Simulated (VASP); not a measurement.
A run of VASP 6.6.1 is set up as follows.

File INCAR:

```
ALGO = Normal ; EDIFF = 1E-6
ENCUT = 520 ; GGA = PS
ISIF = 2 ; ISMEAR = -1
LASPH = True ; LCHARG = True
LELF = True ; LREAL = False
LVHAR = True ; LWAVE = False
NBANDS = 20 ; NELM = 100
PREC = Accurate ; SIGMA = 0.1
```

The input KPOINTS:

```
k-points
0
Gamma
  6 6 6
```

POSCAR

```
ZnSn
1.0
    3.3196150000      0.0000000000      0.0000000000
   -1.6598080000      2.8748780000      0.0000000000
   -1.6598080000      0.9582930000      4.0791950000
Sn Zn
1 1
Direct
    0.5000000000      0.5000000000      0.5000000000
    0.0000000000      0.0000000000      0.0000000000
```

Potentials or basis: VASP PAW PBE potentials, release 64 (Sn_d, Zn).

Launch:

```bash
$ cat potpaw_PBE.64/Sn_d/POTCAR potpaw_PBE.64/Zn/POTCAR > POTCAR
$ mpirun -np 1 vasp_std > vasp.out
```

(1) Estimate the band gap on the k mesh.

(2) What does it give for the pressure?

Results:

(1) zero (band 13 reaches 13.60 eV, above the bottom of band 14 at 5.65 eV).

(2) 6.3 GPa.

Caveat: the k points lie up to 0.37 Å⁻¹ apart; the PAW data sets were made with another functional, which shifts forces and pressure a little; spin-orbit coupling is left out, which moves the levels of the heavy elements.
